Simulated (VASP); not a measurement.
Runs of VASP 6.6.1 on LiH. The structure is that of space group Fm-3m (No. 225), or close to it. The cells are those of the table. 

```tsv
level	cell	k mesh	smearing	grid for exact exchange (PRECFOCK)	share of exact exchange	gap on the mesh (eV)
PBEsol	a = 2.880 Å, angles 60.0°, 2 atoms	11 × 11 × 11	fermi-dirac 0.05 eV	-	-	2.97
HF	a = 2.937 Å, angles 60.0°, 2 atoms	7 × 7 × 7	fermi-dirac 0.01 eV	Normal	1	11.44
HF	a = 2.899 Å, angles 60.0°, 2 atoms	7 × 7 × 7	fermi-dirac 0.01 eV	Normal	1	(a)
HF	a = 2.918 Å, angles 60.0°, 2 atoms	7 × 7 × 7	fermi-dirac 0.01 eV	Normal	1	11.47
```

Alike in all rows: task single point; potentials or basis VASP PAW PBE potentials, release 64 (Li_sv, H); no spin polarisation; cutoff (eV) 520.

Question: Fill in the values left out.

Answer: (a) 11.49.

Caveats: an odd mesh through Γ misses points on the zone boundary, where band edges can lie.
